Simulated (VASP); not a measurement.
# Au (Pm-3m) in VASP: a series of runs

The runs below take Au through single point, with RPBE, revPBE, PBE.

Program: VASP 6.6.1. These are calculated values, not measurements. Logs are shortened: lines on timing, memory, paths and dates and some standing lists are left out, and cuts for length are marked.

## (1) The cell of the first run

Symmetry: Pm-3m, No. 221, cubic system. The conventional cell has a = 2.781 Å, b = 2.781 Å, c = 2.781 Å, α = 90.00°, β = 90.00°, γ = 90.00°. Within 3.7 Å of Au (site symmetry m-3m) lie 6 Au at 2.78 Å.

## (2) Single point, RPBE

INCAR reads:

```
  PREC = Accurate
  ENCUT = 520
  EDIFF = 1E-7
  ISMEAR = -1
  SIGMA = 0.05
  LREAL = False
  LASPH = True
  NELM = 60
  ALGO = Normal
  ISIF = 2
  LWAVE = False
  LCHARG = False
  GGA = RP
  NBANDS = 12
```

KPOINTS reads:

```
Automatic mesh
0
Gamma
  10 10 10
```

POSCAR reads:

```
Au
1.0
    2.7812683101      0.0000000000      0.0000000000
    0.0000000000      2.7812683101      0.0000000000
    0.0000000000      0.0000000000      2.7812683101
Au
1
Direct
    0.5000000000      0.5000000000      0.5000000000
```

Potentials or basis: VASP PAW PBE potentials, release 64 (Au).

On the command line:

```bash
> cat potpaw_PBE.64/Au/POTCAR > POTCAR
> mpirun -np 1 vasp_std > vasp.out
```

OUTCAR:

```text
PREC = Accurate
   ENCUT = 520
   EDIFF = 1E-7
   ISMEAR = -1
   LREAL = False
   LASPH = True
   NELM = 60
   ISIF = 2
   GGA = RP

 ion  position               nearest neighbor table
   1  0.500  0.500  0.500-

  LATTYP: Found a simple cubic cell.
 ALAT       =     2.7812683101

  Lattice vectors:

 A1 = (   2.7812683101,   0.0000000000,   0.0000000000)
 A2 = (   0.0000000000,   2.7812683101,   0.0000000000)
 A3 = (   0.0000000000,   0.0000000000,   2.7812683101)

Analysis of symmetry for initial positions (statically):
=====================================================================
 Subroutine PRICEL returns:
 Original cell was already a primitive cell.

 Routine SETGRP: Setting up the symmetry group for a
 simple cubic supercell.

 Subroutine GETGRP returns: Found 48 space group operations
[... 9 lines left out ...]

 Routine SETGRP: Setting up the symmetry group for a
 simple cubic supercell.

 Subroutine GETGRP returns: Found 48 space group operations
[... 11 lines left out ...]
                                     Primitive cell

  volume of cell :      21.5144

  direct lattice vectors                    reciprocal lattice vectors
     2.781268310  0.000000000  0.000000000     0.359548195  0.000000000  0.000000000
     0.000000000  2.781268310  0.000000000     0.000000000  0.359548195  0.000000000
     0.000000000  0.000000000  2.781268310     0.000000000  0.000000000  0.359548195

  length of vectors
     2.781268310  2.781268310  2.781268310     0.359548195  0.359548195  0.359548195

  position of ions in fractional coordinates (direct lattice)
     0.500000000  0.500000000  0.500000000

  ion indices of the primitive-cell ions
   primitive index   ion index
                 1           1

----------------------------------------------------------------------------------------

 KPOINTS: Automatic mesh

Automatic generation of k-mesh.
 Grid dimensions read from file:
 generate k-points for:   10   10   10

 Generating k-lattice:

  Cartesian coordinates                     Fractional coordinates (reciprocal lattice)
     0.035954819  0.000000000  0.000000000     0.100000000  0.000000000  0.000000000
     0.000000000  0.035954819  0.000000000     0.000000000  0.100000000  0.000000000
     0.000000000  0.000000000  0.035954819     0.000000000  0.000000000  0.100000000

  Length of vectors
     0.035954819  0.035954819  0.035954819

  Shift w.r.t. Gamma in fractional coordinates (k-lattice)
     0.000000000  0.000000000  0.000000000

 Subroutine IBZKPT returns following result:
 ===========================================

 Found     56 irreducible k-points:

 Following reciprocal coordinates:
            Coordinates               Weight
  0.000000  0.000000  0.000000      1.000000
  0.100000  0.000000  0.000000      6.000000
  0.200000  0.000000  0.000000      6.000000
  0.300000  0.000000  0.000000      6.000000
  0.400000  0.000000  0.000000      6.000000
  0.500000  0.000000  0.000000      3.000000
[... 16 lines left out ...]
  0.200000  0.100000  0.100000     24.000000
  0.300000  0.100000  0.100000     24.000000
 [... further k-points ...]
   k-points           NKPTS =     56   k-points in BZ     NKDIM =     56   number of bands    NBANDS=     12
   number of dos      NEDOS =    301   number of ions     NIONS =      1
   total plane-waves  NPLWV =  13824
   dimension x,y,z NGX =    24 NGY =   24 NGZ =   24
   dimension x,y,z NGXF=    48 NGYF=   48 NGZF=   48
   ions per type =               1
   NGX,Y,Z   is equivalent  to a cutoff of  14.35, 14.35, 14.35 a.u.
   NGXF,Y,Z  is equivalent  to a cutoff of  28.69, 28.69, 28.69 a.u.
 SYSTEM =  unknown system
   PREC   = accura    normal or accurate (medium, high low for compatibility)
   ISTART =      0    job   : 0-new  1-cont  2-samecut
   ICHARG =      2    charge: 1-file 2-atom 10-const
   ISPIN  =      1    spin polarized calculation?
   LNONCOLLINEAR =      F non collinear calculations
   LSORBIT =      F    spin-orbit coupling
   LASPH  =      T    aspherical Exc in radial PAW
   ENCUT  =  520.0 eV  38.22 Ry    6.18 a.u.   5.17  5.17  5.17*2*pi/ulx,y,z
   NELM   =     60;   NELMIN=  2; NELMDL= -5     # of ELM steps
   EDIFF  = 0.1E-06   stopping-criterion for ELM
   LREAL  =      F    real-space projection
   EDIFFG = 0.1E-05   stopping-criterion for IOM
   NSW    =      0    number of steps for IOM
   IBRION =     -1    ionic relax: 0-MD 1-quasi-New 2-CG
   NFREE  =      0    steps in history (QN), initial steepest desc. (CG)
   ISIF   =      2    stress and relaxation
   ISYM   =      2    0-nonsym 1-usesym 2-fastsym
   POTIM  = 0.5000    time-step for ionic-motion
   TEBEG  =    0.0;   TEEND  =   0.0 temperature during run
   PSTRESS=    0.0 pullay stress
   NELECT =      11.0000    total number of electrons
   NUPDOWN=      -1.0000    fix difference up-down
   EMIN   =  10.00;   EMAX   =-10.00  energy-range for DOS
   EFERMI =   0.00;   METHOD = LEGACY
   ISMEAR =    -1;   SIGMA  =   0.05  broadening in eV -4-tet -1-fermi 0-gaus
   EFERMI_NEDOS =   21; number of points for ismear=-14 and -15
   IALGO  =     38    algorithm
   IMIX   =      4    mixing-type and parameters
     AMIX     =   0.40;   BMIX     =  1.00
     AMIX_MAG =   1.60;   BMIX_MAG =  1.00
  volume/ion in A,a.u.               =      21.51       145.19
  Fermi-wavevector in a.u.,A,eV,Ry     =   1.309070  2.473783 23.315814  1.713664
  Thomas-Fermi vector in A             =   2.439694
   LORBIT       =      0    0 simple, 1 ext, 2 COOP (PROOUT), +10 PAW based schemes
   GGA     = RP    functional components
   LHFCALC =     F    Hartree Fock is set to
   AEXX    =    0.0000 exact exchange contribution
   IVDW    =     0    specifies the selected vdW correction
   LEPSILON=     F    determine dielectric tensor
   LRPA    =     F    only Hartree local field effects (RPA)
 non-spin polarized calculation
  energy-cutoff  :      520.00
  volume of cell :       21.51
 maximum number of plane-waves:       588
 NGX is ok and might be reduce to    24
   NGX = 11   NGY = 11   NGZ = 11

 number of electron      10.9999999 magnetization

 Free energy of the ion-electron system (eV)
  ---------------------------------------------------
  ext. energy  EPLUGINS =         0.00000000
  ---------------------------------------------------
  free energy    TOTEN  =        -2.46135959 eV

  energy without entropy =       -2.45793933  energy(sigma->0) =       -2.45964946

 E-fermi :   5.9647     XC(G=0): -11.0975

 val. band max:        5.8851917178   @ k =   0.4000   0.3000   0.0000
 cond. band min:       6.0084721092   @ k =   0.4000   0.2000   0.2000
 fundamental gap:      0.1232803914
 Fermi energy:         5.9646770063

 k-point     1 :       0.0000    0.0000    0.0000
  band No.  band energies     occupation
      1      -1.4782      2.00000
      2       0.5723      2.00000
      3       0.5723      2.00000
      4       4.4714      2.00000
      5       4.4714      2.00000
      6       4.4714      2.00000
      7      19.6184      0.00000
      8      19.6184      0.00000
      9      19.6184      0.00000
     10      24.2570      0.00000
     11      26.6198      0.00000
     12      26.6198      0.00000

 k-point     2 :       0.1000    0.0000    0.0000
  band No.  band energies     occupation
      1      -1.2484      2.00000
      2       0.6061      2.00000
      3       0.7540      2.00000
      4       4.3273      2.00000
      5       4.3273      2.00000
      6       4.4831      2.00000
      7      17.8729      0.00000
      8      19.9933      0.00000
      9      19.9933      0.00000
     10      25.0226      0.00000
     11      25.9573      0.00000
     12      27.8968      0.00000

 k-point     3 :       0.2000    0.0000    0.0000
  band No.  band energies     occupation
      1      -0.6773      2.00000
      2       0.6957      2.00000
      3       1.3675      2.00000
      4       3.9709      2.00000
      5       3.9709      2.00000
      6       4.5139      2.00000
      7      14.9952      0.00000
      8      21.0148      0.00000
      9      21.0148      0.00000
     10      24.6268      0.00000
     11      25.2667      0.00000
     12      31.2864      0.00000

 k-point     4 :       0.3000    0.0000    0.0000
  band No.  band energies     occupation
      1      -0.0691      2.00000
      2       0.8095      2.00000
      3       2.5635      2.00000
      4       3.5654      2.00000
      5       3.5654      2.00000
      6       4.5522      2.00000
      7      12.1470      0.00000
      8      22.4275      0.00000
      9      22.4275      0.00000
     10      23.3700      0.00000
     11      25.0298      0.00000
     12      31.9853      0.00000

 k-point     5 :       0.4000    0.0000    0.0000
  band No.  band energies     occupation
      1       0.3490      2.00000
      2       0.9041      2.00000
      3       3.2607      2.00000
      4       3.2607      2.00000
      5       4.2924      2.00000
      6       4.5835      2.00000
      7       9.5275      0.00000
      8      22.5192      0.00000
      9      23.8504      0.00000
     10      23.8504      0.00000
     11      24.4890      0.00000
     12      30.8158      0.00000
[... 228 lines left out ...]
      1       0.6530      2.00000
      2       1.2604      2.00000
      3       3.3810      2.00000
      4       3.3810      2.00000
      5       5.5500      1.99950
      6       9.8336      0.00000
      7       9.8336      0.00000
      8      12.0082      0.00000
      9      17.2183      0.00000
     10      26.2375      0.00000
     11      26.2375      0.00000
     12      28.0345      0.00000

 k-point    22 :       0.1000    0.1000    0.1000
  band No.  band energies     occupation
      1      -0.7737      2.00000
      2       0.8863      2.00000
      3       0.8863      2.00000
      4       4.1630      2.00000
      5       4.2064      2.00000
      6       4.2064      2.00000
      7      18.0578      0.00000
      8      18.8024      0.00000
      9      18.8024      0.00000
     10      27.1073      0.00000
     11      27.1073      0.00000
     12      27.6523      0.00000

 k-point    23 :       0.2000    0.1000    0.1000
  band No.  band energies     occupation
      1      -0.1889      2.00000
      2       0.9761      2.00000
      3       1.4663      2.00000
      4       3.8273      2.00000
      5       3.8395      2.00000
      6       4.2326      2.00000
      7      15.5949      0.00000
      8      19.1423      0.00000
      9      19.7126      0.00000
     10      25.8622      0.00000
     11      27.8694      0.00000
     12      29.7501      0.00000

 k-point    24 :       0.3000    0.1000    0.1000
  band No.  band energies     occupation
      1       0.4031      2.00000
      2       1.0927      2.00000
      3       2.4441      2.00000
      4       3.3947      2.00000
      5       3.6888      2.00000
      6       4.2799      2.00000
      7      12.7101      0.00000
      8      20.2185      0.00000
      9      20.8750      0.00000
     10      24.6822      0.00000
     11      27.0820      0.00000
     12      29.6625      0.00000

 [... further k-points ...]

------------------------ aborting loop because EDIFF is reached ----------------------------------------

  FORCE on cell =-STRESS in cart. coord.  units (eV):
  Direction    XX          YY          ZZ          XY          YZ          ZX
  --------------------------------------------------------------------------------------
  -------------------------------------------------------------------------------------
  Total       -0.0223219     -0.0223219     -0.0223219      0.0000000      0.0000000     -0.0000000
  in kB       -1.6623118     -1.6623118     -1.6623118      0.0000000      0.0000000     -0.0000000
  external PRESSURE =      -1.6623118 kB  Pullay stress =       0.0000000 kB

 VOLUME and BASIS-vectors are now :
 -----------------------------------------------------------------------------
  energy-cutoff  :      520.00
  volume of cell :       21.51
      direct lattice vectors                 reciprocal lattice vectors
     2.781268310  0.000000000  0.000000000     0.359548195  0.000000000  0.000000000
     0.000000000  2.781268310  0.000000000     0.000000000  0.359548195  0.000000000
     0.000000000  0.000000000  2.781268310     0.000000000  0.000000000  0.359548195

 POSITION                                       TOTAL-FORCE (eV/Angst)
 -----------------------------------------------------------------------------------
      1.39063      1.39063      1.39063         0.000000      0.000000      0.000000
 -----------------------------------------------------------------------------------
    total drift:                                0.000000     -0.000000     -0.000000

  FREE ENERGIE OF THE ION-ELECTRON SYSTEM (eV)
  ---------------------------------------------------
  free  energy   TOTEN  =        -2.4613595890 eV

  energy  without entropy=       -2.4579393339  energy(sigma->0) =       -2.45964946
```

It took 12 s on 1 thread of Intel Xeon 8259CL, shared host; peak memory 0.14 GiB.

Results:

```
Free energy : -2.4614 eV
Pressure    : -0.2 GPa
```

Caveat: the PAW data sets were made with another functional, which shifts forces and pressure a little; spin-orbit coupling is left out, which moves the levels of the heavy elements.

## (3) Single point, revPBE

This run uses another cell than the first one, of 21.30 Å³/atom, 0.990 times its volume.

INCAR reads:

```
SYSTEM = Au
PREC = Accurate
ENCUT = 520
EDIFF = 1E-6
ISMEAR = -1
SIGMA = 0.05
LREAL = .FALSE.
LASPH = .TRUE.
NELM = 80
ALGO = Fast
ISIF = 2
LWAVE = .FALSE.
LCHARG = .TRUE.
GGA = RE
LELF = .TRUE.
LVHAR = .TRUE.
NBANDS = 12
```

KPOINTS reads:

```
regular mesh
0
G
  10 10 10
  0 0 0
```

POSCAR reads:

```
Au
1.0
    2.7721638849      0.0000000000      0.0000000000
    0.0000000000      2.7721638849      0.0000000000
    0.0000000000      0.0000000000      2.7721638849
Au
1
Direct
    0.5000000000      0.5000000000      0.5000000000
```

Potentials or basis: VASP PAW PBE potentials, release 64 (Au).

On the command line:

```bash
> cat potpaw_PBE.64/Au/POTCAR > POTCAR
> mpirun -np 1 vasp_std > vasp.out
```

It took 14 s on 1 thread of Intel Xeon 8259CL, shared host; peak memory 0.14 GiB.

It converged, with:

| Quantity | Value |
| --- | --- |
| Free energy | -2.5524 eV |
| Pressure | -0.2 GPa |

Levels at points of the mesh, in eV from the Fermi level:
```tsv
k point	band 3	band 4	band 5	band 6	band 7	band 8
(0.00, 0.00, 0.00)	-5.45	-1.48	-1.48	-1.48	13.70	13.70
(0.50, 0.00, 0.00)	-2.83	-2.83	-1.35	-0.30	1.91	16.27
(0.50, 0.50, 0.00)	-2.59	-2.59	-0.38	3.86	3.86	6.13
(0.50, 0.50, 0.50)	-4.74	-0.30	-0.30	8.30	8.30	8.30
```

Caveat: the PAW data sets were made with another functional, which shifts forces and pressure a little; spin-orbit coupling is left out, which moves the levels of the heavy elements.

## (4) Single point, PBE

This run uses another cell than the first one, of 20.76 Å³/atom, 0.965 times its volume.

INCAR reads:

```
SYSTEM = Au
PREC = Accurate ; ENCUT = 520
EDIFF = 1E-6 ; ISMEAR = 0
SIGMA = 0.012 ; LREAL = .FALSE.
LASPH = .TRUE. ; NELM = 100
ALGO = Normal ; ISIF = 2
LWAVE = .FALSE. ; LCHARG = .FALSE.
GGA = PE ; NBANDS = 12
```

KPOINTS reads:

```
Automatic mesh
0
G
  10 10 10
  0 0 0
```

POSCAR reads:

```
Au
1.0
    2.7484100000      0.0000000000      0.0000000000
    0.0000000000      2.7484100000      0.0000000000
    0.0000000000      0.0000000000      2.7484100000
Au
1
Direct
    0.5000000000      0.5000000000      0.5000000000
```

On the command line:

```bash
> cat potpaw_PBE.64/Au/POTCAR > POTCAR
> mpirun -np 1 vasp_std > vasp.out
```

Run time: 11 s. Hardware: 1 thread of Intel Xeon 8259CL, shared host; peak memory 0.13 GiB.

The run converged. Its results:

```
Free energy : -3.0115 eV
Pressure    : 0.1 GPa
```

Levels at points of the mesh, in eV from the Fermi level:
```csv
k point,band 2,band 3,band 4,band 5,band 6,band 7,band 8,band 9
"(0.00, 0.00, 0.00)",-5.65,-5.65,-1.49,-1.49,-1.49,13.78,13.78,13.78
"(0.50, 0.00, 0.00)",-5.26,-2.91,-2.91,-1.36,-0.47,1.99,16.27,18.37
"(0.50, 0.50, 0.00)",-4.92,-2.66,-2.66,-0.35,3.79,3.79,6.32,11.39
"(0.50, 0.50, 0.50)",-4.93,-4.93,-0.26,-0.26,8.35,8.35,8.35,10.12
```

Caveat: spin-orbit coupling is left out, which moves the levels of the heavy elements.

## (5) Summary

| level | cell | smearing | gap on the mesh (eV) | pressure (GPa) |
| --- | --- | --- | --- | --- |
| RPBE | a = 2.781 Å, 1 atom | fermi-dirac 0.05 eV | none | -0.2 |
| revPBE | a = 2.772 Å, 1 atom | fermi-dirac 0.05 eV | none | -0.2 |
| PBE | a = 2.748 Å, 1 atom | gaussian 0.012 eV | none | 0.1 |

Alike in all rows: task single point; potentials or basis VASP PAW PBE potentials, release 64 (Au); no spin polarisation; k mesh 10 × 10 × 10; cutoff (eV) 520.

Caveats: spin-orbit coupling is left out, which moves the levels of the heavy elements; the PAW data sets were made with another functional, which shifts forces and pressure a little (some runs).

Total energies depend on the potentials used, so only differences within one code and one set of settings carry meaning.
